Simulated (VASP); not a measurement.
ReB3:

```xyz
4
Lattice="2.6863 0.0000 0.0000 0.0000 2.6863 0.0000 0.0000 0.0000 5.4440" Properties=species:S:1:pos:R:3 pbc="T T T"
Re    1.3431    1.3431    2.7220
B     0.0000    0.0000    4.0690
B     0.0000    0.0000    1.3750
B     1.3431    1.3431    0.0000
```

The cell was generated, and may not be a known phase.

| Item | Value |
| --- | --- |
| Program | VASP 6.6.1 |
| Task | relaxation of cell and atoms |
| Functional | PBE |
| Potentials or basis | VASP PAW PBE potentials, release 64 (Re, B) |
| Cutoff | 600 eV |
| k mesh | 6 × 6 × 4 |
| Occupations | gaussian, width 0.1 eV |
| Spin | no spin polarisation |

At the start: pressure -16.0 GPa; volume 9.82 Å³/atom.

**Question.** How do energy, volume and symmetry change on relaxing?

**Answer.** Over 11 steps the energy falls by 911.5 meV/atom and the volume is 8.48 Å³/atom (-13.7 %); space group P4/mmm (No. 123, to 0.1 Å) before and after.

Step by step:
```tsv
step	energy change (eV)	largest force (eV/Å)	pressure (GPa)	volume (Å³)
1	0.0000	0.9929	-16.05	39.28
2	-2.8508	2.8634	13.44	33.39
3	-2.9794	3.0103	26.25	32.35
4	-2.7165	2.2650	10.74	35.14
5	-3.3967	1.3771	10.91	33.69
6	-3.5261	0.6439	-15.26	35.87
7	-3.5607	0.9064	-8.27	35.19
8	-3.6428	0.0677	-2.95	34.25
9	-3.6443	0.0778	-1.99	34.11
10	-3.6448	0.0397	1.82	33.76
11	-3.6460	0.0163	0.06	33.92
```

Final structure:
```cif
data_structure
_symmetry_space_group_name_H-M 'P 1'
_symmetry_Int_Tables_number 1
_cell_length_a 2.8164
_cell_length_b 2.8164
_cell_length_c 4.2759
_cell_angle_alpha 90.000
_cell_angle_beta 90.000
_cell_angle_gamma 90.000
_cell_volume 33.92
loop_
_atom_site_label
_atom_site_type_symbol
_atom_site_fract_x
_atom_site_fract_y
_atom_site_fract_z
_atom_site_occupancy
Re1 Re 0.50000 0.50000 0.50000 1
B1 B 0.00000 0.00000 0.79449 1
B2 B 0.00000 0.00000 0.20551 1
B3 B 0.50000 0.50000 0.00000 1
```

Caveat: the k points lie up to 0.37 Å⁻¹ apart in the final cell, too coarse for converged energies and pressures of a metal; a cell axis changed by over 15 % at a fixed basis, so the end point is rough.
